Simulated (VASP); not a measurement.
Input of a VASP 6.6.1 run:

The input INCAR:

```
SYSTEM = CdSe
  PREC = Accurate
  ENCUT = 520
  EDIFF = 1E-7
  ISMEAR = 0
  SIGMA = 0.02
  LREAL = .False.
  LASPH = .True.
  NELM = 150
  ALGO = Normal
  ISIF = 2
  LWAVE = .False.
  LCHARG = .False.
  MAGMOM = 0 0 0 0 0 0
  LORBIT = 11
  LSORBIT = .True.
  GGA_COMPAT = .False.
  LORBMOM = .True.
  GGA = PE
  NBANDS = 30
```

File KPOINTS:

```
regular mesh
0
Gamma
  10 10 10
  0 0 0
```

File POSCAR:

```
CdSe
1.0
    0.0000000000      3.0984146604      3.0984146604
    3.0984146604      0.0000000000      3.0984146604
    3.0984146604      3.0984146604      0.0000000000
Cd Se
1 1
Direct
    0.0000000000      0.0000000000      0.0000000000
    0.7500000000      0.7500000000      0.7500000000
```

Potentials or basis: VASP PAW PBE potentials, release 64 (Cd, Se).

Run with:

```console
$ cat potpaw_PBE.64/Cd/POTCAR potpaw_PBE.64/Se/POTCAR > POTCAR
$ mpirun -np 1 vasp_ncl > vasp.out
```

What does it give for the net moment?

0.00 μB per cell.

What does it give for the pressure?

0.2 GPa.

Moments on the atoms (μB; x, y, z):
```
Cd  0.00 0.00 0.00
Se  0.00 0.00 0.00
```
